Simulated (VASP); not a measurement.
# GaN (F-43m) in VASP: settings compared

Aim: see how the results for GaN move with the level of theory and the settings. Levels: r2SCAN, HSE06. Tasks: single point.

All numbers are computed with VASP 6.6.1; they aren't measurements. Logs are shortened: lines on timing, memory, paths and dates and some standing lists are left out, and cuts for length are marked.

## (1) The cell of the first run

The structure is cubic, space group F-43m (No. 216). The conventional cell has a = 4.498 Å, b = 4.498 Å, c = 4.498 Å, α = 90.00°, β = 90.00°, γ = 90.00°. Within 2.6 Å of Ga (site symmetry -43m) lie 4 N at 1.95 Å. Within 2.6 Å of N (site symmetry -43m) lie 4 Ga at 1.95 Å.

## (2) Single point, r2SCAN

File POSCAR:

```
GaN
1.0
    0.0000000000      2.2489526310      2.2489526310
    2.2489526310      0.0000000000      2.2489526310
    2.2489526310      2.2489526310      0.0000000000
Ga N
1 1
Direct
    0.0000000000      0.0000000000      0.0000000000
    0.7500000000      0.7500000000      0.7500000000
```

File INCAR.step1:

```
ALGO = Normal
EDIFF = 1E-4
ENCUT = 520
GGA = PE
ISMEAR = 0
LASPH = T
LCHARG = F
LREAL = F
LWAVE = T
NBANDS = 16
NELM = 80
PREC = Accurate
SIGMA = 0.01
```

File INCAR.step2:

```
ALGO = Normal
EDIFF = 1E-6
ENCUT = 520
ISIF = 2
ISMEAR = 0
ISTART = 1
LASPH = T
LCHARG = T
LELF = T
LMIXTAU = T
LREAL = F
LVHAR = T
LWAVE = F
METAGGA = R2SCAN
NBANDS = 16
NELM = 80
PREC = Accurate
SIGMA = 0.01
```

File KPOINTS:

```
k-points
0
Gamma
  6 6 6
```

Potentials or basis: VASP PAW PBE potentials, release 64 (Ga_d, N).

Launch:

```bash
> cat potpaw_PBE.64/Ga_d/POTCAR potpaw_PBE.64/N/POTCAR > POTCAR
> cp INCAR.step1 INCAR
> mpirun -np 1 vasp_std > vasp.out
> cp INCAR.step2 INCAR
> mpirun -np 1 vasp_std > vasp.out
```

OUTCAR:

```text
EDIFF = 1E-6
   ENCUT = 520
   ISIF = 2
   ISMEAR = 0
   ISTART = 1
   LASPH = T
   LREAL = F
   METAGGA = R2SCAN
   NELM = 80
   PREC = Accurate

 ion  position               nearest neighbor table
   1  0.000  0.000  0.000-   2 1.95   2 1.95   2 1.95   2 1.95
   2  0.750  0.750  0.750-   1 1.95   1 1.95   1 1.95   1 1.95

  LATTYP: Found a face centered cubic cell.
 ALAT       =     4.4979052620

  Lattice vectors:

 A1 = (   0.0000000000,   2.2489526310,   2.2489526310)
 A2 = (   2.2489526310,   0.0000000000,   2.2489526310)
 A3 = (   2.2489526310,   2.2489526310,   0.0000000000)

Analysis of symmetry for initial positions (statically):
=====================================================================
 Subroutine PRICEL returns:
 Original cell was already a primitive cell.

 Routine SETGRP: Setting up the symmetry group for a
 face centered cubic supercell.

 Subroutine GETGRP returns: Found 24 space group operations
 (whereof 24 operations were pure point group operations)
 out of a pool of 48 trial point group operations.

The static configuration has the point symmetry T_d .

Analysis of symmetry for dynamics (positions and initial velocities):
=====================================================================
 Subroutine PRICEL returns:
 Original cell was already a primitive cell.

 Routine SETGRP: Setting up the symmetry group for a
 face centered cubic supercell.

 Subroutine GETGRP returns: Found 24 space group operations
 (whereof 24 operations were pure point group operations)
 out of a pool of 48 trial point group operations.

The dynamic configuration has the point symmetry T_d .

 Subroutine INISYM returns: Found 24 space group operations
 (whereof 24 operations are pure point group operations),
 and found     1 'primitive' translations

----------------------------------------------------------------------------------------

                                     Primitive cell

  volume of cell :      22.7495

  direct lattice vectors                    reciprocal lattice vectors
     0.000000000  2.248952631  2.248952631    -0.222325714  0.222325714  0.222325714
     2.248952631  0.000000000  2.248952631     0.222325714 -0.222325714  0.222325714
     2.248952631  2.248952631  0.000000000     0.222325714  0.222325714 -0.222325714

  length of vectors
     3.180499312  3.180499312  3.180499312     0.385079433  0.385079433  0.385079433

[... 70 lines left out ...]
   NELM   =     80;   NELMIN=  2; NELMDL=  0     # of ELM steps
   EDIFF  = 0.1E-05   stopping-criterion for ELM
   LREAL  =      F    real-space projection
   EDIFFG = 0.1E-04   stopping-criterion for IOM
   NSW    =      0    number of steps for IOM
   IBRION =     -1    ionic relax: 0-MD 1-quasi-New 2-CG
   NFREE  =      0    steps in history (QN), initial steepest desc. (CG)
   ISIF   =      2    stress and relaxation
   ISYM   =      2    0-nonsym 1-usesym 2-fastsym
   POTIM  = 0.5000    time-step for ionic-motion
   TEBEG  =    0.0;   TEEND  =   0.0 temperature during run
   PSTRESS=    0.0 pullay stress
   NELECT =      18.0000    total number of electrons
   NUPDOWN=      -1.0000    fix difference up-down
   EMIN   =  10.00;   EMAX   =-10.00  energy-range for DOS
   EFERMI =   0.00;   METHOD = LEGACY
   ISMEAR =     0;   SIGMA  =   0.01  broadening in eV -4-tet -1-fermi 0-gaus
   EFERMI_NEDOS =   21; number of points for ismear=-14 and -15
   IALGO  =     38    algorithm
   IMIX   =      4    mixing-type and parameters
     AMIX     =   0.40;   BMIX     =  1.00
     AMIX_MAG =   1.60;   BMIX_MAG =  1.00
  volume/ion in A,a.u.               =      11.37        76.76
  Fermi-wavevector in a.u.,A,eV,Ry     =   1.514173  2.861371 31.194328  2.292718
  Thomas-Fermi vector in A             =   2.623866
   LORBIT       =      0    0 simple, 1 ext, 2 COOP (PROOUT), +10 PAW based schemes
   METAGGA = R2SCAN    functional components
   LHFCALC =     F    Hartree Fock is set to
   AEXX    =    0.0000 exact exchange contribution
   IVDW    =     0    specifies the selected vdW correction
   LEPSILON=     F    determine dielectric tensor
   LRPA    =     F    only Hartree local field effects (RPA)
 non-spin polarized calculation
 Gauss-broadening in eV      SIGMA  =   0.01
  energy-cutoff  :      520.00
  volume of cell :       22.75
 maximum number of plane-waves:       624
   NGX = 11   NGY = 11   NGZ = 11

 number of electron      18.0000009 magnetization

 Free energy of the ion-electron system (eV)
  ---------------------------------------------------
  ext. energy  EPLUGINS =         0.00000000
  ---------------------------------------------------
  free energy    TOTEN  =       -21.89254258 eV

  energy without entropy =      -21.89254258  energy(sigma->0) =      -21.89254258

 E-fermi :   5.1557     XC(G=0): -12.6698

 val. band max:        5.0866587928   @ k =   0.0000   0.0000   0.0000
 cond. band min:       7.2446164585   @ k =   0.0000   0.0000   0.0000
 fundamental gap:      2.1579576657
 Fermi energy:         5.1557129414

 k-point     1 :       0.0000    0.0000    0.0000
  band No.  band energies     occupation
      1     -11.6972      2.00000
      2      -8.7527      2.00000
      3      -8.7527      2.00000
      4      -8.7526      2.00000
      5      -8.3956      2.00000
      6      -8.3956      2.00000
[... 281 lines left out ...]
      3      -8.5300      2.00000
      4      -8.4170      2.00000
      5      -8.3549      2.00000
      6      -6.6703      2.00000
[... 8 lines left out ...]
     15      26.7791      0.00000
     16      29.2867      0.00000

------------------------ aborting loop because EDIFF is reached ----------------------------------------

  FORCE on cell =-STRESS in cart. coord.  units (eV):
  Direction    XX          YY          ZZ          XY          YZ          ZX
  --------------------------------------------------------------------------------------
  -------------------------------------------------------------------------------------
  Total        0.1478984      0.1478984      0.1478984     -0.0000000      0.0000000     -0.0000000
  in kB       10.4160528     10.4160528     10.4160528     -0.0000000      0.0000000     -0.0000000
  external PRESSURE =      10.4160528 kB  Pullay stress =       0.0000000 kB

 VOLUME and BASIS-vectors are now :
 -----------------------------------------------------------------------------
  energy-cutoff  :      520.00
  volume of cell :       22.75
      direct lattice vectors                 reciprocal lattice vectors
     0.000000000  2.248952631  2.248952631    -0.222325714  0.222325714  0.222325714
     2.248952631  0.000000000  2.248952631     0.222325714 -0.222325714  0.222325714
     2.248952631  2.248952631  0.000000000     0.222325714  0.222325714 -0.222325714

 POSITION                                       TOTAL-FORCE (eV/Angst)
 -----------------------------------------------------------------------------------
      0.00000      0.00000      0.00000        -0.000000      0.000000      0.000000
      3.37343      3.37343      3.37343         0.000000     -0.000000     -0.000000
 -----------------------------------------------------------------------------------
    total drift:                               -0.000008     -0.000008     -0.000008

  FREE ENERGIE OF THE ION-ELECTRON SYSTEM (eV)
  ---------------------------------------------------
  free  energy   TOTEN  =       -21.8925425808 eV

  energy  without entropy=      -21.8925425808  energy(sigma->0) =      -21.89254258
```

It took 34 s on 1 thread of Intel Xeon Platinum 8375C at 2.90GHz (Ice Lake), shared host; peak memory 0.14 GiB.

Results:

```
Free energy            : -21.8925 eV
Pressure               : 1.0 GPa
Band gap on the k mesh : 2.16 eV
```

Caveat: the PAW data sets were made with another functional, which shifts forces and pressure a little.

## (3) Single point, HSE06

POSCAR is that of step 2.

File INCAR.step1:

```
SYSTEM = GaN
  PREC = Accurate
  ENCUT = 520
  EDIFF = 1E-5
  ISMEAR = 0
  SIGMA = 0.01
  LREAL = .FALSE.
  LASPH = .TRUE.
  NELM = 100
  ALGO = Normal
  ISIF = 2
  LWAVE = .TRUE.
  LCHARG = .FALSE.
  NBANDS = 16
  GGA = PE
```

File INCAR.step2:

```
SYSTEM = GaN
  PREC = Accurate
  ENCUT = 520
  EDIFF = 1E-7
  ISMEAR = 0
  SIGMA = 0.01
  LREAL = .FALSE.
  LASPH = .TRUE.
  NELM = 100
  ALGO = Normal
  ISIF = 2
  LWAVE = .FALSE.
  LCHARG = .FALSE.
  GGA = PE
  LHFCALC = .TRUE.
  HFSCREEN = 0.2079
  PRECFOCK = Normal
  NBANDS = 16
  ISTART = 1
```

File KPOINTS:

```
Automatic mesh
0
G
  6 6 6
  0 0 0
```

Potentials or basis: VASP PAW PBE potentials, release 64 (Ga_d, N).

Launch:

```bash
> cat potpaw_PBE.64/Ga_d/POTCAR potpaw_PBE.64/N/POTCAR > POTCAR
> cp INCAR.step1 INCAR
> mpirun -np 1 vasp_std > vasp.out
> cp INCAR.step2 INCAR
> mpirun -np 1 vasp_std > vasp.out
```

It took 46 min on 1 thread of Intel Xeon Platinum 8375C at 2.90GHz (Ice Lake), shared host; peak memory 0.25 GiB.

The run converged. Its results:

| Item | Value |
| --- | --- |
| Free energy | -14.7383 eV |
| Pressure | -0.1 GPa |
| Band gap on the k mesh | 3.02 eV |

Levels at points of the mesh, in eV from the valence-band top:
```tsv
k point	band 7	band 8	band 9	band 10	band 11	band 12
(0.00, 0.00, 0.00)	0.00	0.00	0.00	3.02	11.96	11.96
(0.50, 0.00, 0.00)	-7.58	-1.05	-1.05	6.13	10.45	11.94
(0.50, 0.50, 0.00)	-6.59	-2.93	-2.93	4.45	8.19	13.63
```

Caveat: the PAW data sets were made with another functional, which shifts forces and pressure a little.
